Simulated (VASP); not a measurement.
Input of a VASP 6.6.1 run:

INCAR

```
SYSTEM = GaSb
PREC = Accurate
ENCUT = 520
EDIFF = 1E-7
ISMEAR = 0
SIGMA = 0.15
LREAL = .FALSE.
LASPH = .TRUE.
NELM = 80
ALGO = Normal
ISIF = 2
LWAVE = .FALSE.
LCHARG = .TRUE.
GGA = CA
LELF = .TRUE.
LVHAR = .TRUE.
NBANDS = 16
```

KPOINTS

```
regular mesh
0
G
  16 16 16
  0 0 0
```

File POSCAR:

```
GaSb
1.0
   -2.7351500000      2.7351500000      1.5899500000
    2.7351500000     -2.7351500000      1.5899500000
    2.7351500000      2.7351500000     -1.5899500000
Ga Sb
1 1
Direct
    0.2500000000      0.7500000000      0.5000000000
    0.0000000000      0.0000000000      0.0000000000
```

Potentials or basis: VASP PAW LDA potentials, release 64 (Ga_d, Sb).

Run with:

```bash
$ cat potpaw_LDA.64/Ga_d/POTCAR potpaw_LDA.64/Sb/POTCAR > POTCAR
$ mpirun -np 1 vasp_std > vasp.out
```

Question: Estimate the pressure.

Answer: -3.5 GPa.

Question: What does it give for the band gap on the k mesh?

Answer: Zero (bands 9 and 10 overlap by 4.79 eV).

Stress tensor (GPa, compression positive):
```
-3.31  0.00  0.00
 0.00 -3.31  0.00
 0.00  0.00 -3.74
```

Caveat: the cell stands under tension; spin-orbit coupling is left out, which moves the levels of the heavy elements.
